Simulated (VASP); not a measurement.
Crystal: VCrC2.

```
CELL_PARAMETERS angstrom
1.46063 0.84330 4.73939
-1.46063 0.84330 4.73939
0.00000 -1.68659 4.73939
ATOMIC_POSITIONS crystal
Cr 0.50000 0.50000 0.50000
V 0.00000 0.00000 0.00000
C 0.24876 0.24876 0.24876
C 0.75124 0.75124 0.75124
```

Base run:

```yaml
Program: VASP 6.6.1
Functional: PBEsol
Potentials_or_basis: VASP PAW PBE potentials, release 64 (Cr_pv, V_sv, C)
Cutoff: 520 eV
k_mesh: 9 × 9 × 9
Occupations: fermi-dirac, width 0.05 eV
Spin: collinear spin, ferromagnetic start
Starting_moments: "[1.5, 1.0, 0.0, 0.0] μB"
Fixed_moment: 2.5 μB
```

Its results: pressure -1.9 GPa; site moments Cr +1.87; V +0.63; C -0.05 μB; largest force 0.078 eV/Å.

The run is repeated on the same cell with these changes: fixed moment from 2.5 μB to 3.8 μB; moments at the start from [1.5, 1.0, 0.0, 0.0] to [2.28, 1.52, 0.0, 0.0]. What comes out?

Pressure 9.0 GPa; site moments Cr +2.28; V +1.14; C +0.04 μB; largest force 0.140 eV/Å.

Caveats: the PAW data sets were made with another functional, which shifts forces and pressure a little; the total moment is fixed, so each spin has its own Fermi level and the state may be an excited one; the cell stands under pressure (at least some runs).
